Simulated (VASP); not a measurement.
Wanted: the native input for a VASP 6.6.1 run.

| Quantity | Value |
| --- | --- |
| Task | relaxation of cell and atoms |
| Functional | PBE |
| Potentials or basis | VASP PAW PBE potentials, release 64 (Si, Sb, Se) |
| Cutoff | 600 eV |
| k mesh | 12 × 12 × 4 |
| Occupations | gaussian, width 0.1 eV |
| Spin | no spin polarisation |
| Dipole correction | no |
| Further INCAR settings | ALGO = Normal; EDIFF = 1e-06; IBRION = 2; EDIFFG = -0.01; NSW = 100; ISIF = 3 |

The structure of Si2Sb2Se lies in POSCAR:

```
Si2Sb2Se
1.0
    3.8084512096      0.0000000000      0.0000000000
   -1.9042256048      3.2982154966      0.0000000000
    0.0000000000      0.0000000000      9.0914246633
Si Sb Se
2 2 1
Direct
    0.6666666667      0.3333333333      0.5686453288
    0.3333333333      0.6666666667      0.4313546712
    0.6666666667      0.3333333333      0.2211942050
    0.3333333333      0.6666666667      0.7788057950
    0.0000000000      0.0000000000      0.0000000000
```

The cell was generated, and may not be a known phase.

One way to write it, as run:

INCAR

```
ALGO     = Normal         # electronic algorithm
EDIFF    = 1E-6           # SCF threshold, eV
EDIFFG   = -0.01          # ionic threshold
ENCUT    = 600            # plane-wave cutoff, eV
GGA      = PE             # functional
IBRION   = 2              # ionic algorithm
ISIF     = 3              # what is computed and relaxed
ISMEAR   = 0              # smearing method
LASPH    = T              # aspherical terms in the spheres
LCHARG   = F              # write CHGCAR
LREAL    = F              # projectors in reciprocal space
LWAVE    = F              # write WAVECAR
NELM     = 100            # most SCF steps
NSW      = 100            # ionic steps
PREC     = Accurate       # precision mode
SIGMA    = 0.1            # smearing width, eV
```

KPOINTS

```
k-points
0
Gamma
  12 12 4
```

Potentials or basis: VASP PAW PBE potentials, release 64 (Si, Sb, Se).

The run is started by

```console
$ cat potpaw_PBE.64/Si/POTCAR potpaw_PBE.64/Sb/POTCAR potpaw_PBE.64/Se/POTCAR > POTCAR
$ mpirun -np 1 vasp_std > vasp.out
```

Results of the run:

```json
{"Relaxed volume": "22.71 Å³/atom", "Relaxed cell": "a = 3.768 Å, b = 3.768 Å, c = 9.234 Å, α = 90.00°, β = 90.00°, γ = 120.00°", "Space group after relaxing (to 0.1 Å)": "P-3m1 (No. 164)", "Energy gained by relaxing": "1.8 meV/atom", "Ionic steps": "10", "Pressure after relaxing": "0.0 GPa", "Band gap on the k mesh": "zero (bands 12 and 13 overlap by 2.70 eV)"}
```

Caveat: spin-orbit coupling is left out, which moves the levels of the heavy elements.

Run time: 6.1 min on 1 thread of Intel(R) Xeon(R) 6975P-C (Granite Rapids), on a shared host, peak memory 0.39 GiB.
